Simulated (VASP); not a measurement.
# Ti3Ga (Fm-3m) in VASP: notebook, part 3 of 3

VASP 6.6.1. The steps go on from the part before.

### 5 Single point, LDA

The input, INCAR:

```
SYSTEM = Ti3Ga
ALGO = Normal ; EDIFF = 1E-6
ENCUT = 500 ; GGA = CA
GGA_COMPAT = .False. ; ISIF = 2
ISMEAR = 0 ; LASPH = .True.
LCHARG = .False. ; LREAL = .False.
LWAVE = .False. ; NBANDS = 32
NELM = 120 ; PREC = Accurate
SIGMA = 0.1
```

The input, KPOINTS:

```
k-points
0
Gamma
  6 6 6
  0 0 0
```

The input, POSCAR:

```
Ti3Ga
1.0
    0.0000000000      3.1977420000      3.1977420000
    3.1977420000      0.0000000000      3.1977420000
    3.1977420000      3.1977420000      0.0000000000
Ti Ga
3 1
Direct
    0.7500000000      0.7500000000      0.7500000000
    0.2500000000      0.2500000000      0.2500000000
    0.0000000000      0.0000000000      0.0000000000
    0.5000000000      0.5000000000      0.5000000000
```

Potentials or basis: VASP PAW LDA potentials, release 64 (Ti_sv, Ga_d).

Launch:

```sh
> cat potpaw_LDA.64/Ti_sv/POTCAR potpaw_LDA.64/Ga_d/POTCAR > POTCAR
> mpirun -np 1 vasp_std > vasp.out
```

OUTCAR:

```text
SYSTEM = Ti3Ga
   EDIFF = 1E-6
   ENCUT = 500
   GGA = CA
   ISIF = 2
   ISMEAR = 0
   LASPH = .True.
   LREAL = .False.
   NELM = 120
   PREC = Accurate

 ion  position               nearest neighbor table
   1  0.750  0.750  0.750-   4 2.77   4 2.77   4 2.77   3 2.77   4 2.77   3 2.77   3 2.77   3 2.77

   2  0.250  0.250  0.250-   3 2.77   3 2.77   3 2.77   3 2.77   4 2.77   4 2.77   4 2.77   4 2.77

   3  0.000  0.000  0.000-   1 2.77   1 2.77   1 2.77   1 2.77   2 2.77   2 2.77   2 2.77   2 2.77

   4  0.500  0.500  0.500-   2 2.77   2 2.77   2 2.77   1 2.77   2 2.77   1 2.77   1 2.77   1 2.77

  LATTYP: Found a face centered cubic cell.
 ALAT       =     6.3954840000

  Lattice vectors:

 A1 = (   0.0000000000,   3.1977420000,   3.1977420000)
 A2 = (   3.1977420000,   0.0000000000,   3.1977420000)
 A3 = (   3.1977420000,   3.1977420000,   0.0000000000)

Analysis of symmetry for initial positions (statically):
=====================================================================
 Subroutine PRICEL returns:
 Original cell was already a primitive cell.

 Routine SETGRP: Setting up the symmetry group for a
 face centered cubic supercell.

 Subroutine GETGRP returns: Found 48 space group operations
 (whereof 48 operations were pure point group operations)
 out of a pool of 48 trial point group operations.

The static configuration has the point symmetry O_h .

Analysis of symmetry for dynamics (positions and initial velocities):
=====================================================================
 Subroutine PRICEL returns:
 Original cell was already a primitive cell.

 Routine SETGRP: Setting up the symmetry group for a
 face centered cubic supercell.

 Subroutine GETGRP returns: Found 48 space group operations
 (whereof 48 operations were pure point group operations)
 out of a pool of 48 trial point group operations.

The dynamic configuration has the point symmetry O_h .

 Subroutine INISYM returns: Found 48 space group operations
 (whereof 48 operations are pure point group operations),
 and found     1 'primitive' translations

----------------------------------------------------------------------------------------

                                     Primitive cell

  volume of cell :      65.3974

  direct lattice vectors                    reciprocal lattice vectors
     0.000000000  3.197742000  3.197742000    -0.156360332  0.156360332  0.156360332
     3.197742000  0.000000000  3.197742000     0.156360332 -0.156360332  0.156360332
     3.197742000  3.197742000  0.000000000     0.156360332  0.156360332 -0.156360332

  length of vectors
     4.522290105  4.522290105  4.522290105     0.270824039  0.270824039  0.270824039

  position of ions in fractional coordinates (direct lattice)
     0.750000000  0.750000000  0.750000000
     0.250000000  0.250000000  0.250000000
     0.000000000  0.000000000  0.000000000
     0.500000000  0.500000000  0.500000000

  ion indices of the primitive-cell ions
   primitive index   ion index
                 1           1
                 2           2
                 3           3
                 4           4

----------------------------------------------------------------------------------------

 KPOINTS: k-points

Automatic generation of k-mesh.
 Grid dimensions read from file:
 generate k-points for:    6    6    6

 Generating k-lattice:

  Cartesian coordinates                     Fractional coordinates (reciprocal lattice)
    -0.026060055  0.026060055  0.026060055     0.166666667  0.000000000  0.000000000
     0.026060055 -0.026060055  0.026060055     0.000000000  0.166666667  0.000000000
     0.026060055  0.026060055 -0.026060055     0.000000000  0.000000000  0.166666667

  Length of vectors
     0.045137340  0.045137340  0.045137340

  Shift w.r.t. Gamma in fractional coordinates (k-lattice)
     0.000000000  0.000000000  0.000000000

 Subroutine IBZKPT returns following result:
 ===========================================

 Found     16 irreducible k-points:

 Following reciprocal coordinates:
            Coordinates               Weight
  0.000000  0.000000  0.000000      1.000000
  0.166667  0.000000  0.000000      8.000000
  0.333333  0.000000  0.000000      8.000000
  0.500000  0.000000  0.000000      4.000000
  0.166667  0.166667  0.000000      6.000000
  0.333333  0.166667  0.000000     24.000000
[... 8 lines left out ...]
 -0.333333  0.333333  0.166667     24.000000
 -0.333333  0.500000  0.166667     12.000000
   k-points           NKPTS =     16   k-points in BZ     NKDIM =     16   number of bands    NBANDS=     32
   number of dos      NEDOS =    301   number of ions     NIONS =      4
   total plane-waves  NPLWV =  46656
   dimension x,y,z NGX =    36 NGY =   36 NGZ =   36
   dimension x,y,z NGXF=    72 NGYF=   72 NGZF=   72
   ions per type =               3   1
   NGX,Y,Z   is equivalent  to a cutoff of  13.23, 13.23, 13.23 a.u.
   NGXF,Y,Z  is equivalent  to a cutoff of  26.47, 26.47, 26.47 a.u.
 SYSTEM =  Ti3Ga
   PREC   = accura    normal or accurate (medium, high low for compatibility)
   ISTART =      0    job   : 0-new  1-cont  2-samecut
   ICHARG =      2    charge: 1-file 2-atom 10-const
   ISPIN  =      1    spin polarized calculation?
   LNONCOLLINEAR =      F non collinear calculations
   LSORBIT =      F    spin-orbit coupling
   LASPH  =      T    aspherical Exc in radial PAW
   ENCUT  =  500.0 eV  36.75 Ry    6.06 a.u.   8.25  8.25  8.25*2*pi/ulx,y,z
   NELM   =    120;   NELMIN=  2; NELMDL= -5     # of ELM steps
   EDIFF  = 0.1E-05   stopping-criterion for ELM
   LREAL  =      F    real-space projection
   EDIFFG = 0.1E-04   stopping-criterion for IOM
   NSW    =      0    number of steps for IOM
   IBRION =     -1    ionic relax: 0-MD 1-quasi-New 2-CG
   NFREE  =      0    steps in history (QN), initial steepest desc. (CG)
   ISIF   =      2    stress and relaxation
   ISYM   =      2    0-nonsym 1-usesym 2-fastsym
   POTIM  = 0.5000    time-step for ionic-motion
   TEBEG  =    0.0;   TEEND  =   0.0 temperature during run
   PSTRESS=    0.0 pullay stress
   NELECT =      49.0000    total number of electrons
   NUPDOWN=      -1.0000    fix difference up-down
   EMIN   =  10.00;   EMAX   =-10.00  energy-range for DOS
   EFERMI =   0.00;   METHOD = LEGACY
   ISMEAR =     0;   SIGMA  =   0.10  broadening in eV -4-tet -1-fermi 0-gaus
   EFERMI_NEDOS =   21; number of points for ismear=-14 and -15
   IALGO  =     38    algorithm
   IMIX   =      4    mixing-type and parameters
     AMIX     =   0.40;   BMIX     =  1.00
     AMIX_MAG =   1.60;   BMIX_MAG =  1.00
  volume/ion in A,a.u.               =      16.35       110.33
  Fermi-wavevector in a.u.,A,eV,Ry     =   1.486917  2.809866 30.081428  2.210923
  Thomas-Fermi vector in A             =   2.600143
   LORBIT       =      0    0 simple, 1 ext, 2 COOP (PROOUT), +10 PAW based schemes
   GGA     = CA    functional components
   LHFCALC =     F    Hartree Fock is set to
   AEXX    =    0.0000 exact exchange contribution
   IVDW    =     0    specifies the selected vdW correction
   LEPSILON=     F    determine dielectric tensor
   LRPA    =     F    only Hartree local field effects (RPA)
 non-spin polarized calculation
 Gauss-broadening in eV      SIGMA  =   0.10
  energy-cutoff  :      500.00
  volume of cell :       65.40
 maximum number of plane-waves:      1676
 NGX is ok and might be reduce to    36
   NGX = 17   NGY = 17   NGZ = 17

 number of electron      49.0000020 magnetization

 Free energy of the ion-electron system (eV)
  ---------------------------------------------------
  ext. energy  EPLUGINS =         0.00000000
  ---------------------------------------------------
  free energy    TOTEN  =       -30.05953172 eV

  energy without entropy =      -30.01923110  energy(sigma->0) =      -30.03938141

 E-fermi :   7.9950     XC(G=0): -12.0803

 val. band max:        7.9948583140   @ k =   0.5000   0.3333   0.0000
 cond. band min:       8.0121784359   @ k =  -0.3333   0.1667   0.0000
 fundamental gap:      0.0173201219
 Fermi energy:         7.9950380473

 k-point     1 :       0.0000    0.0000    0.0000
  band No.  band energies     occupation
      1     -47.9393      2.00000
      2     -47.8673      2.00000
      3     -47.5380      2.00000
      4     -24.6135      2.00000
      5     -24.6135      2.00000
      6     -24.6135      2.00000
[... 549 lines left out ...]
     31      10.4616      0.00000
     32      10.5515      0.00000

------------------------ aborting loop because EDIFF is reached ----------------------------------------

  FORCE on cell =-STRESS in cart. coord.  units (eV):
  Direction    XX          YY          ZZ          XY          YZ          ZX
  --------------------------------------------------------------------------------------
  -------------------------------------------------------------------------------------
  Total       -3.6305314     -3.6305314     -3.6305314      0.0000000      0.0000000     -0.0000000
  in kB      -88.9447907    -88.9447907    -88.9447907      0.0000000      0.0000000     -0.0000000
  external PRESSURE =     -88.9447907 kB  Pullay stress =       0.0000000 kB

 VOLUME and BASIS-vectors are now :
 -----------------------------------------------------------------------------
  energy-cutoff  :      500.00
  volume of cell :       65.40
      direct lattice vectors                 reciprocal lattice vectors
     0.000000000  3.197742000  3.197742000    -0.156360332  0.156360332  0.156360332
     3.197742000  0.000000000  3.197742000     0.156360332 -0.156360332  0.156360332
     3.197742000  3.197742000  0.000000000     0.156360332  0.156360332 -0.156360332

 POSITION                                       TOTAL-FORCE (eV/Angst)
 -----------------------------------------------------------------------------------
      4.79661      4.79661      4.79661         0.000000      0.000000      0.000000
      1.59887      1.59887      1.59887        -0.000000     -0.000000     -0.000000
      0.00000      0.00000      0.00000         0.000000     -0.000000      0.000000
      3.19774      3.19774      3.19774         0.000000     -0.000000      0.000000
 -----------------------------------------------------------------------------------
    total drift:                                0.000000      0.000000      0.000000

  FREE ENERGIE OF THE ION-ELECTRON SYSTEM (eV)
  ---------------------------------------------------
  free  energy   TOTEN  =       -30.0595317242 eV

  energy  without entropy=      -30.0192310990  energy(sigma->0) =      -30.03938141
```

OSZICAR:

```text
N       E                     dE             d eps       ncg     rms          rms(c)
DAV:   1     0.534220596214E+03    0.53422E+03   -0.23339E+04  1024   0.218E+03
DAV:   2     0.341945043009E+02   -0.50003E+03   -0.48835E+03  1032   0.574E+02
DAV:   3    -0.273416818130E+02   -0.61536E+02   -0.59599E+02  1576   0.172E+02
DAV:   4    -0.332380033464E+02   -0.58963E+01   -0.58241E+01  1552   0.455E+01
DAV:   5    -0.335189656833E+02   -0.28096E+00   -0.28082E+00  1448   0.872E+00    0.147E+01
DAV:   6    -0.300259404857E+02    0.34930E+01   -0.16993E+01  1312   0.299E+01    0.327E+00
DAV:   7    -0.300827835876E+02   -0.56843E-01   -0.14506E+00  1488   0.838E+00    0.294E+00
DAV:   8    -0.300692828167E+02    0.13501E-01   -0.37094E-01  1336   0.561E+00    0.253E+00
DAV:   9    -0.300584888047E+02    0.10794E-01   -0.16097E-01  1344   0.386E+00    0.491E-01
DAV:  10    -0.300587967835E+02   -0.30798E-03   -0.36009E-02  1480   0.141E+00    0.187E-01
DAV:  11    -0.300594438931E+02   -0.64711E-03   -0.51080E-03  1424   0.475E-01    0.688E-02
DAV:  12    -0.300595395612E+02   -0.95668E-04   -0.38722E-04  1456   0.148E-01    0.268E-02
DAV:  13    -0.300595321835E+02    0.73777E-05   -0.99198E-05  1440   0.678E-02    0.124E-02
DAV:  14    -0.300595317242E+02    0.45928E-06   -0.72403E-06  1256   0.217E-02
   1 F= -.30059532E+02 E0= -.30039381E+02  d E =-.403006E-01
```

Run time: 40 s. Hardware: 1 thread of Intel Xeon Platinum 8488C (Sapphire Rapids), shared host; peak memory 0.18 GiB.

Results:

```
Free energy            : -30.0595 eV
Pressure               : -8.9 GPa
Band gap on the k mesh : zero (an odd number of electrons rules out a gap without spin polarisation)
```

Caveat: the cell stands under tension.

### 6 Overview

| smearing | gap on the mesh (eV) | pressure (GPa) |
| --- | --- | --- |
| gaussian 0.5 eV | none | -7.7 |
| gaussian 0.3 eV | none | -8.5 |
| gaussian 0.2 eV | none | -8.7 |
| gaussian 0.1 eV | none | -8.9 |

Alike in all rows: task single point; level LDA; potentials or basis VASP PAW LDA potentials, release 64 (Ti_sv, Ga_d); no spin polarisation; cell as given; k mesh 6 × 6 × 6; cutoff (eV) 500.

Caveats: the cell stands under tension; so wide a smearing shifts energies and pressures (at least some runs).

Total energies depend on the potentials used, so only differences within one code and one set of settings carry meaning.
